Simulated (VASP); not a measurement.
# ZnS (P1) in VASP: single point with r2SCAN

Aim: the single point of ZnS with r2SCAN.

Program: VASP 6.6.1. These are calculated values, not measurements. Logs are shortened: lines on timing, memory, paths and dates and some standing lists are left out, and cuts for length are marked.

### 1 The cell of the first run

The typed cell holds 8 atoms: a = 3.875 Å, b = 3.844 Å, c = 12.531 Å, α = 89.49°, β = 90.44°, γ = 120.29°.

### 2 Single point, r2SCAN

POSCAR reads:

```
ZnS
1.0
    3.8746620000     -0.0006840000     -0.0147050000
   -1.9379240000      3.3196440000      0.0169230000
   -0.0481600000      0.0361950000     12.5312940000
Zn S
4 4
Direct
    0.9804320000      0.9669940000      0.0114610000
    0.9757900000      0.9683220000      0.5091920000
    0.3380450000      0.6673090000      0.2548790000
    0.6138200000      0.2754370000      0.7576210000
    0.9437130000      0.8785300000      0.1697000000
    0.0194150000      0.0109460000      0.7053660000
    0.3275810000      0.5611130000      0.4455060000
    0.7405720000      0.3887510000      0.9508350000
```

INCAR.step1 reads:

```
SYSTEM = ZnS
  ALGO = Normal
  EDIFF = 1E-4
  ENCUT = 520
  GGA = PE
  ISMEAR = -1
  LASPH = .True.
  LCHARG = .False.
  LREAL = .False.
  LWAVE = .True.
  NBANDS = 46
  NELM = 80
  PREC = Accurate
  SIGMA = 0.0379
```

INCAR.step2 reads:

```
SYSTEM = ZnS
  ALGO = Normal
  EDIFF = 1E-7
  ENCUT = 520
  ISIF = 2
  ISMEAR = -1
  ISTART = 1
  LASPH = .True.
  LCHARG = .False.
  LMIXTAU = .True.
  LREAL = .False.
  LWAVE = .False.
  METAGGA = R2SCAN
  NBANDS = 46
  NELM = 80
  PREC = Accurate
  SIGMA = 0.0379
```

KPOINTS reads:

```
Automatic mesh
0
Gamma
  5 5 2
  0.5 0 0.5
```

Potentials or basis: VASP PAW PBE potentials, release 64 (Zn, S).

Run with:

```bash
$ cat potpaw_PBE.64/Zn/POTCAR potpaw_PBE.64/S/POTCAR > POTCAR
$ cp INCAR.step1 INCAR
$ mpirun -np 1 vasp_std > vasp.out
$ cp INCAR.step2 INCAR
$ mpirun -np 1 vasp_std > vasp.out
```

OUTCAR:

```text
SYSTEM = ZnS
   EDIFF = 1E-7
   ENCUT = 520
   ISIF = 2
   ISMEAR = -1
   ISTART = 1
   LASPH = .True.
   LREAL = .False.
   METAGGA = R2SCAN
   NELM = 80
   PREC = Accurate

 ion  position               nearest neighbor table
   1  0.980  0.967  0.011-   5 2.00   8 2.08   8 2.36   8 2.66
   2  0.976  0.968  0.509-   7 2.13   7 2.33   6 2.46   7 2.67
   3  0.338  0.667  0.255-   5 2.31   5 2.33   7 2.42   5 2.83
   4  0.614  0.275  0.758-   6 2.10   6 2.36   8 2.47   6 2.53
   5  0.944  0.879  0.170-   1 2.00   3 2.31   3 2.33   3 2.83
   6  0.019  0.011  0.705-   4 2.10   4 2.36   2 2.46   4 2.53
   7  0.328  0.561  0.446-   2 2.13   2 2.33   3 2.42   2 2.67
   8  0.741  0.389  0.951-   1 2.08   1 2.36   4 2.47   1 2.66

  LATTYP: Found a triclinic cell.
 ALAT       =     3.8439396593
 B/A-ratio  =     0.9996812667
 C/A-ratio  =     3.2600508660
 COS(alpha) =     0.0011349010
 COS(beta)  =     0.0088343614
 COS(gamma) =     0.4918063905

  Lattice vectors:

 A1 = (   1.9379240000,  -3.3196440000,  -0.0169230000)
 A2 = (  -1.9367380000,  -3.3189600000,  -0.0022180000)
 A3 = (   0.0481600000,  -0.0361950000, -12.5312940000)

Analysis of symmetry for initial positions (statically):
=====================================================================
 Subroutine PRICEL returns:
 Original cell was already a primitive cell.

 Routine SETGRP: Setting up the symmetry group for a
 triclinic supercell.

 Subroutine GETGRP returns: Found  1 space group operations
 (whereof  1 operations were pure point group operations)
 out of a pool of  2 trial point group operations.

The static configuration has the point symmetry C_1 .

Analysis of symmetry for dynamics (positions and initial velocities):
=====================================================================
 Subroutine PRICEL returns:
 Original cell was already a primitive cell.

 Routine SETGRP: Setting up the symmetry group for a
 triclinic supercell.

 Subroutine GETGRP returns: Found  1 space group operations
 (whereof  1 operations were pure point group operations)
 out of a pool of  2 trial point group operations.

The dynamic configuration has the point symmetry C_1 .

 Subroutine INISYM returns: Found  1 space group operations
 (whereof  1 operations are pure point group operations),
 and found     1 'primitive' translations
[... 107 lines left out ...]
   LREAL  =      F    real-space projection
   EDIFFG = 0.1E-05   stopping-criterion for IOM
   NSW    =      0    number of steps for IOM
   IBRION =     -1    ionic relax: 0-MD 1-quasi-New 2-CG
   NFREE  =      0    steps in history (QN), initial steepest desc. (CG)
   ISIF   =      2    stress and relaxation
   ISYM   =      2    0-nonsym 1-usesym 2-fastsym
   POTIM  = 0.5000    time-step for ionic-motion
   TEBEG  =    0.0;   TEEND  =   0.0 temperature during run
   PSTRESS=    0.0 pullay stress
   NELECT =      72.0000    total number of electrons
   NUPDOWN=      -1.0000    fix difference up-down
   EMIN   =  10.00;   EMAX   =-10.00  energy-range for DOS
   EFERMI =   0.00;   METHOD = LEGACY
   ISMEAR =    -1;   SIGMA  =   0.04  broadening in eV -4-tet -1-fermi 0-gaus
   EFERMI_NEDOS =   21; number of points for ismear=-14 and -15
   IALGO  =     38    algorithm
   IMIX   =      4    mixing-type and parameters
     AMIX     =   0.40;   BMIX     =  1.00
     AMIX_MAG =   1.60;   BMIX_MAG =  1.00
  volume/ion in A,a.u.               =      20.15       135.95
  Fermi-wavevector in a.u.,A,eV,Ry     =   1.251498  2.364988 21.310086  1.566247
  Thomas-Fermi vector in A             =   2.385443
   LORBIT       =      0    0 simple, 1 ext, 2 COOP (PROOUT), +10 PAW based schemes
   METAGGA = R2SCAN    functional components
   LHFCALC =     F    Hartree Fock is set to
   AEXX    =    0.0000 exact exchange contribution
   IVDW    =     0    specifies the selected vdW correction
   LEPSILON=     F    determine dielectric tensor
   LRPA    =     F    only Hartree local field effects (RPA)
 non-spin polarized calculation
  energy-cutoff  :      520.00
  volume of cell :      161.16
 maximum number of plane-waves:      4362
 NGX is ok and might be reduce to    30
   NGX = 15   NGY = 15   NGZ = 47

 number of electron      72.0000000 magnetization

 Free energy of the ion-electron system (eV)
  ---------------------------------------------------
  ext. energy  EPLUGINS =         0.00000000
  ---------------------------------------------------
  free energy    TOTEN  =       -73.26350682 eV

  energy without entropy =      -73.26350682  energy(sigma->0) =      -73.26350682

 E-fermi :   2.7999     XC(G=0): -10.1600

 val. band max:        1.9685509424   @ k =  -0.1000   0.0000   0.2500
 cond. band min:       4.7011425635   @ k =  -0.1000   0.0000   0.2500
 fundamental gap:      2.7325916211
 Fermi energy:         2.7999268774

 k-point     1 :       0.1000   -0.0000    0.2500
  band No.  band energies     occupation
      1     -12.0414      2.00000
      2     -11.8190      2.00000
      3     -11.5159      2.00000
      4     -10.7242      2.00000
      5      -5.3967      2.00000
      6      -5.2977      2.00000
[... 1165 lines left out ...]
     45       9.3175      0.00000
     46       9.6615      0.00000

 [... further k-points ...]

------------------------ aborting loop because EDIFF is reached ----------------------------------------

  FORCE on cell =-STRESS in cart. coord.  units (eV):
  Direction    XX          YY          ZZ          XY          YZ          ZX
  --------------------------------------------------------------------------------------
  -------------------------------------------------------------------------------------
  Total       -1.1290482      4.9351424      5.5117770      1.0899254      0.2219435      0.9478597
  in kB      -11.2242290     49.0618281     54.7943364     10.8352969      2.2064116      9.4229767
  external PRESSURE =      30.8773119 kB  Pullay stress =       0.0000000 kB

 VOLUME and BASIS-vectors are now :
 -----------------------------------------------------------------------------
  energy-cutoff  :      520.00
  volume of cell :      161.16
      direct lattice vectors                 reciprocal lattice vectors
     3.874662000 -0.000684000 -0.014705000     0.258115741  0.150678587  0.000556770
    -1.937924000  3.319644000  0.016923000     0.000049882  0.301270676 -0.000869989
    -0.048160000  0.036195000 12.531294000     0.000302822 -0.000230038  0.079802047

 POSITION                                       TOTAL-FORCE (eV/Angst)
 -----------------------------------------------------------------------------------
      1.92433      3.20982      0.14557         0.047215      3.038679     -3.233697
      1.87980      3.23225      6.38287         0.270062     -1.613711      0.968473
      0.00434      2.22422      3.20029         0.063939     -0.637671     -0.284663
      1.80808      0.94136      9.48961         1.904354      1.436794      1.350765
      1.94587      2.92190      2.12755         0.077087      0.345421      5.664315
      0.02004      0.06185      8.83905        -1.819674     -1.446333     -1.507780
      0.16042      1.87860      5.58745        -0.321048      2.043010     -0.968086
      2.07030      1.32442     11.91088        -0.221934     -3.166188     -1.989327
 -----------------------------------------------------------------------------------
    total drift:                               -0.016888      0.021190     -0.020029

  FREE ENERGIE OF THE ION-ELECTRON SYSTEM (eV)
  ---------------------------------------------------
  free  energy   TOTEN  =       -73.2635068175 eV

  energy  without entropy=      -73.2635068174  energy(sigma->0) =      -73.26350682
```

OUTCAR.step1:

```text
SYSTEM = ZnS
   EDIFF = 1E-4
   ENCUT = 520
   GGA = PE
   ISMEAR = -1
   LASPH = .True.
   LREAL = .False.
   NELM = 80
[... 1422 lines left out ...]
      0.02004      0.06185      8.83905        -1.816960     -1.443618     -1.452329
      0.16042      1.87860      5.58745        -0.339135      2.037946     -0.950206
      2.07030      1.32442     11.91088        -0.237052     -3.129617     -1.929110
 -----------------------------------------------------------------------------------
    total drift:                                0.000291     -0.001133     -0.000561

  FREE ENERGIE OF THE ION-ELECTRON SYSTEM (eV)
  ---------------------------------------------------
  free  energy   TOTEN  =       -25.2597934651 eV

  energy  without entropy=      -25.2597934651  energy(sigma->0) =      -25.25979347
```

It took 9.2 min on 1 thread of Intel Xeon Platinum 8488C (Sapphire Rapids), shared host; peak memory 0.38 GiB.

Results:

```yaml
Free_energy: -73.2635 eV
Pressure: 3.1 GPa
Largest_force: 5.675 eV/Å
Band_gap_on_the_k_mesh: 2.73 eV
```

Forces in eV/Å, atoms in the order of the input:
```
Zn   0.047  3.039 -3.234
Zn   0.270 -1.614  0.968
Zn   0.064 -0.638 -0.285
Zn   1.904  1.437  1.351
S    0.077  0.345  5.664
S   -1.820 -1.446 -1.508
S   -0.321  2.043 -0.968
S   -0.222 -3.166 -1.989
```

Stress tensor (GPa, compression positive):
```
-1.12  1.08  0.94
 1.08  4.91  0.22
 0.94  0.22  5.48
```

Levels at points of the mesh, in eV from the valence-band top:
```csv
k point,band 32,band 33,band 34,band 35,band 36,band 37,band 38,band 39,band 40,band 41
"(0.10, 0.00, 0.25)",-1.07,-0.69,-0.44,-0.30,-0.03,2.79,3.68,3.84,4.53,5.74
```

Caveat: the stress differs along the axes, from -1 to 5 GPa; the PAW data sets were made with another functional, which shifts forces and pressure a little; a shifted mesh leaves out Γ, where band edges can lie. A k mesh can miss the band edges.
